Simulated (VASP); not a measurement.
# ZrS2 (P-3m1) in VASP: notebook

The runs below take ZrS2 through phonons, with PBE+D3(BJ).

Program: VASP 6.6.1. These are calculated values, not measurements. Logs are shortened: lines on timing, memory, paths and dates and some standing lists are left out, and cuts for length are marked.

**1. The cell of the first run**

It takes space group P-3m1 (No. 164, trigonal). The conventional cell has a = 3.464 Å, b = 3.464 Å, c = 5.246 Å, α = 90.00°, β = 90.00°, γ = 120.00°. Zr (site symmetry -3m) has 6 S at 2.50 Å within 3.3 Å. Within 3.3 Å of S (site symmetry 3m) lie 3 Zr at 2.50 Å and 3 S at 3.01 Å.

**2. Phonons, PBE+D3(BJ)**

Contents of INCAR:

```
SYSTEM = ZrS2
PREC     = Accurate       ! precision mode
ENCUT    = 500            ! plane-wave cutoff, eV
EDIFF    = 1E-8           ! SCF threshold, eV
ISMEAR   = -1             ! smearing method
SIGMA    = 0.15           ! smearing width, eV
LREAL    = .False.        ! projectors in reciprocal space
LASPH    = .True.         ! aspherical terms in the spheres
NELM     = 120            ! most SCF steps
ALGO     = Normal         ! electronic algorithm
ISIF     = 2              ! what is computed and relaxed
LWAVE    = .False.        ! write WAVECAR
LCHARG   = .False.        ! write CHGCAR
GGA      = PE             ! functional
IVDW     = 12             ! dispersion correction
NBANDS   = 19             ! bands
IBRION   = 6              ! ionic algorithm
NFREE    = 2            
POTIM    = 0.015          ! step
NSW      = 1              ! ionic steps
GGA_COMPAT= .False.
```

Contents of KPOINTS:

```
Automatic mesh
0
Gamma
  12 12 8
  0 0 0
```

Contents of POSCAR:

```
ZrS2
1.0
    3.4639878992      0.0000000000      0.0000000000
   -1.7319939496      2.9999015191      0.0000000000
    0.0000000000      0.0000000000      5.2462893730
Zr S
1 2
Direct
    0.0000000000      0.0000000000      0.0000000000
    0.3333333333      0.6666666667      0.2854004613
    0.6666666667      0.3333333333      0.7145995387
```

Potentials or basis: VASP PAW PBE potentials, release 64 (Zr_sv, S).

Command:

```console
cat potpaw_PBE.64/Zr_sv/POTCAR potpaw_PBE.64/S/POTCAR > POTCAR
mpirun -np 1 vasp_std > vasp.out
```

OUTCAR:

```text
SYSTEM = ZrS2
   PREC = Accurate
   ENCUT = 500
   EDIFF = 1E-8
   ISMEAR = -1
   LREAL = .False.
   LASPH = .True.
   NELM = 120
   ISIF = 2
   GGA = PE
   IVDW = 12
   IBRION = 6
   NFREE = 2
   POTIM = 0.015
   NSW = 1
 IVDW          = 12

 ion  position               nearest neighbor table
   1  0.000  0.000  0.000-   2 2.50   3 2.50   2 2.50   3 2.50   3 2.50   2 2.50
   2  0.333  0.667  0.285-   1 2.50   1 2.50   1 2.50
   3  0.667  0.333  0.715-   1 2.50   1 2.50   1 2.50

  LATTYP: Found a hexagonal cell.
 ALAT       =     3.4639878992
 C/A-ratio  =     1.5145230081

  Lattice vectors:

 A1 = (   3.4639878992,   0.0000000000,   0.0000000000)
 A2 = (  -1.7319939496,   2.9999015191,   0.0000000000)
 A3 = (   0.0000000000,   0.0000000000,   5.2462893730)

Analysis of symmetry for initial positions (statically):
=====================================================================
 Subroutine PRICEL returns:
 Original cell was already a primitive cell.

 Routine SETGRP: Setting up the symmetry group for a
 hexagonal supercell.

 Subroutine GETGRP returns: Found 12 space group operations
 (whereof 12 operations were pure point group operations)
 out of a pool of 24 trial point group operations.

The static configuration has the point symmetry D_3d.

Analysis of symmetry for dynamics (positions and initial velocities):
=====================================================================
 Subroutine PRICEL returns:
 Original cell was already a primitive cell.

 Routine SETGRP: Setting up the symmetry group for a
 hexagonal supercell.

 Subroutine GETGRP returns: Found 12 space group operations
 (whereof 12 operations were pure point group operations)
 out of a pool of 24 trial point group operations.

The dynamic configuration has the point symmetry D_3d.

 Subroutine INISYM returns: Found 12 space group operations
 (whereof 12 operations are pure point group operations),
 and found     1 'primitive' translations

----------------------------------------------------------------------------------------

                                     Primitive cell

  volume of cell :      54.5175

  direct lattice vectors                    reciprocal lattice vectors
     3.463987899  0.000000000  0.000000000     0.288684611  0.166672138  0.000000000
    -1.731993950  2.999901519  0.000000000     0.000000000  0.333344276  0.000000000
     0.000000000  0.000000000  5.246289373     0.000000000  0.000000000  0.190610912

  length of vectors
     3.463987899  3.463987899  5.246289373     0.333344276  0.333344276  0.190610912

  position of ions in fractional coordinates (direct lattice)
     0.000000000  0.000000000  0.000000000
     0.333333333  0.666666667  0.285400461
     0.666666667  0.333333333  0.714599539

  ion indices of the primitive-cell ions
   primitive index   ion index
                 1           1
                 2           2
                 3           3

----------------------------------------------------------------------------------------

 KPOINTS: Automatic mesh

Automatic generation of k-mesh.
 Grid dimensions read from file:
 generate k-points for:   12   12    8

 Generating k-lattice:

  Cartesian coordinates                     Fractional coordinates (reciprocal lattice)
     0.024057051  0.013889345  0.000000000     0.083333333 -0.000000000  0.000000000
     0.000000000  0.027778690  0.000000000     0.000000000  0.083333333  0.000000000
     0.000000000  0.000000000  0.023826364     0.000000000  0.000000000  0.125000000

  Length of vectors
     0.027778690  0.027778690  0.023826364

  Shift w.r.t. Gamma in fractional coordinates (k-lattice)
     0.000000000  0.000000000  0.000000000

 Subroutine IBZKPT returns following result:
 ===========================================

 Found    131 irreducible k-points:

 Following reciprocal coordinates:
            Coordinates               Weight
  0.000000  0.000000  0.000000      1.000000
  0.083333 -0.000000  0.000000      6.000000
  0.166667  0.000000  0.000000      6.000000
  0.250000 -0.000000  0.000000      6.000000
  0.333333  0.000000  0.000000      6.000000
  0.416667  0.000000  0.000000      6.000000
[... 16 lines left out ...]
  0.166667  0.000000  0.125000      6.000000
  0.000000  0.166667  0.125000      6.000000
 [... further k-points ...]
   k-points           NKPTS =    131   k-points in BZ     NKDIM =    131   number of bands    NBANDS=     19
   number of dos      NEDOS =    301   number of ions     NIONS =      3
   total plane-waves  NPLWV =  31360
   dimension x,y,z NGX =    28 NGY =   28 NGZ =   40
   dimension x,y,z NGXF=    56 NGYF=   56 NGZF=   80
   ions per type =               1   2
   NGX,Y,Z   is equivalent  to a cutoff of  13.44, 13.44, 12.68 a.u.
   NGXF,Y,Z  is equivalent  to a cutoff of  26.88, 26.88, 25.35 a.u.
 SYSTEM =  ZrS2
   PREC   = accura    normal or accurate (medium, high low for compatibility)
   ISTART =      0    job   : 0-new  1-cont  2-samecut
   ICHARG =      2    charge: 1-file 2-atom 10-const
   ISPIN  =      1    spin polarized calculation?
   LNONCOLLINEAR =      F non collinear calculations
   LSORBIT =      F    spin-orbit coupling
   LASPH  =      T    aspherical Exc in radial PAW
   ENCUT  =  500.0 eV  36.75 Ry    6.06 a.u.   6.32  6.32  9.57*2*pi/ulx,y,z
   NELM   =    120;   NELMIN=  2; NELMDL= -5     # of ELM steps
   EDIFF  = 0.1E-07   stopping-criterion for ELM
   LREAL  =      F    real-space projection
   EDIFFG = 0.1E-06   stopping-criterion for IOM
   NSW    =     73    number of steps for IOM
   IBRION =      6    ionic relax: 0-MD 1-quasi-New 2-CG
   NFREE  =      2    steps in history (QN), initial steepest desc. (CG)
   ISIF   =      2    stress and relaxation
   ISYM   =      2    0-nonsym 1-usesym 2-fastsym
   POTIM  = 0.0150    time-step for ionic-motion
   TEBEG  =    0.0;   TEEND  =   0.0 temperature during run
   PSTRESS=    0.0 pullay stress
   NELECT =      24.0000    total number of electrons
   NUPDOWN=      -1.0000    fix difference up-down
   EMIN   =  10.00;   EMAX   =-10.00  energy-range for DOS
   EFERMI =   0.00;   METHOD = LEGACY
   ISMEAR =    -1;   SIGMA  =   0.15  broadening in eV -4-tet -1-fermi 0-gaus
   EFERMI_NEDOS =   21; number of points for ismear=-14 and -15
   IALGO  =     38    algorithm
   IMIX   =      4    mixing-type and parameters
     AMIX     =   0.40;   BMIX     =  1.00
     AMIX_MAG =   1.60;   BMIX_MAG =  1.00
  volume/ion in A,a.u.               =      18.17       122.63
  Fermi-wavevector in a.u.,A,eV,Ry     =   1.245375  2.353417 21.102067  1.550958
  Thomas-Fermi vector in A             =   2.379600
   LORBIT       =      0    0 simple, 1 ext, 2 COOP (PROOUT), +10 PAW based schemes
   GGA     = PE    functional components
   LHFCALC =     F    Hartree Fock is set to
   AEXX    =    0.0000 exact exchange contribution
   IVDW    =    12    specifies the selected vdW correction
   LEPSILON=     F    determine dielectric tensor
   LRPA    =     F    only Hartree local field effects (RPA)
 finite differences with symmetry
 non-spin polarized calculation
  energy-cutoff  :      500.00
  volume of cell :       54.52
 maximum number of plane-waves:      1405
 NGX is ok and might be reduce to    28
   NGX = 13   NGY = 13   NGZ = 19

--------------------------------------- Ionic step        1  -------------------------------------------

 number of electron      24.0000002 magnetization

 Free energy of the ion-electron system (eV)
  ---------------------------------------------------
  ext. energy  EPLUGINS =         0.00000000
  ---------------------------------------------------
  free energy    TOTEN  =       -20.80293441 eV

  energy without entropy =      -20.77874004  energy(sigma->0) =      -20.79083723

------------------------ aborting loop because EDIFF is reached ----------------------------------------

 Edisp (eV)   -1.32913

 E8    (eV) :    -0.5670
[... 319 lines left out ...]
--------------------------------------- Ionic step        9  -------------------------------------------

 number of electron      24.0000000 magnetization

 Free energy of the ion-electron system (eV)
  ---------------------------------------------------
  ext. energy  EPLUGINS =         0.00000000
  ---------------------------------------------------
  free energy    TOTEN  =       -20.80164809 eV

  energy without entropy =      -20.77821310  energy(sigma->0) =      -20.78993060

 E-fermi :   7.7155     XC(G=0): -10.8219

 val. band max:        7.5699063425   @ k =   0.0000   0.0833   0.1250
 cond. band min:       7.7844026825   @ k =   0.5000  -0.0000   0.5000
 fundamental gap:      0.2144963400
 Fermi energy:         7.7155170411

 k-point     1 :       0.0000    0.0000    0.0000
  band No.  band energies     occupation
      1     -41.1961      2.00000
      2     -19.3831      2.00000
      3     -19.1142      2.00000
      4     -19.1142      2.00000
      5      -6.4396      2.00000
      6      -3.8585      2.00000
[... 505 lines left out ...]
      6      -4.0723      2.00000
[... 11 lines left out ...]
     18      14.3127      0.00000
     19      16.0053      0.00000

 [... further k-points ...]

------------------------ aborting loop because EDIFF is reached ----------------------------------------

 Edisp (eV)   -1.32895

 E8    (eV) :    -0.5668
[... 26 lines left out ...]
  FREE ENERGIE OF THE ION-ELECTRON SYSTEM (eV)
  ---------------------------------------------------
  free  energy   TOTEN  =       -22.1306015724 eV

  energy  without entropy=      -22.1071665836  energy(sigma->0) =      -22.11888408

 INTERNAL STRAIN TENSORS FROM DISPLACED ATOMS
 ============================================

 INTERNAL STRAIN TENSOR FOR ION    1 for displacements in x,y,z  (eV/Angst):
          X           Y           Z          XY          YZ          ZX
  --------------------------------------------------------------------------------
  x     0.00000     0.00000     0.00000     0.00000     0.00000     0.00000
  y     0.00000     0.00000     0.00000     0.00000     0.00000     0.00000
  z     0.00000     0.00000     0.00000     0.00000     0.00000     0.00000

 INTERNAL STRAIN TENSOR FOR ION    3 for displacements in x,y,z  (eV/Angst):
          X           Y           Z          XY          YZ          ZX
  --------------------------------------------------------------------------------
  x     0.00000     0.00000     0.00000    -4.84717     0.00000    10.87887
  y    -4.84717     4.84717     0.00000     0.00000    10.87887    -0.00000
  z    11.76844    11.76844    13.70177     0.00000     0.00000    -0.00000

 Eigenvectors and eigenvalues of the dynamical matrix
 ----------------------------------------------------

   1 f  =   11.295198 THz    70.969820 2PiTHz  376.767240 cm-1    46.713163 meV
             X         Y         Z           dx          dy          dz
      0.000000  0.000000  0.000000     0.000000   -0.000000    0.000000
     -0.000000  1.999934  1.497293    -0.000000    0.000000   -0.707107
      1.731994  0.999967  3.748996     0.000000    0.000000    0.707107
[... 43 lines left out ...]
   9 f/i=    0.000233 THz     0.001466 2PiTHz    0.007780 cm-1     0.000965 meV
             X         Y         Z           dx          dy          dz
      0.000000  0.000000  0.000000     0.654322    0.398770   -0.000000
     -0.000000  1.999934  1.497293     0.387966    0.236442   -0.000000
      1.731994  0.999967  3.748996     0.387966    0.236442   -0.000000

 ELASTIC MODULI CONTR FROM IONIC RELAXATION (kBar)
 Direction    XX          YY          ZZ          XY          YZ          ZX
 --------------------------------------------------------------------------------
 XX        -649.5435   -323.0734   -566.1995      0.0000    366.3606     -0.0000
 YY        -323.0734   -649.5435   -566.1995      0.0000   -366.3606     -0.0000
 ZZ        -566.1995   -566.1995   -659.2150      0.0000      0.0000     -0.0000
 XY           0.0000      0.0000      0.0000   -163.2350     -0.0000    366.3605
 YZ         366.3606   -366.3606      0.0000     -0.0000   -822.2507      0.0000
 ZX          -0.0000     -0.0000     -0.0000    366.3605      0.0000   -822.2502
 --------------------------------------------------------------------------------
```

Run time: 15 min. Hardware: 1 thread of AMD EPYC 9R45 (Zen 5), shared host; peak memory 0.85 GiB.

Results:

```
Highest phonon frequency at Γ, LO-TO splitting left out : 377 cm⁻¹
Dispersion energy per atom                              : -0.443 eV
```

Phonon frequencies in cm⁻¹ (negative: imaginary):
| q point | frequencies |
| --- | --- |
| (0.000, 0.000, 0.000) | 0 0 0 199 199 268 268 369 377 |

Caveat: the cell stands under pressure or tension, which shifts response properties.

[end of part 1 of 2]
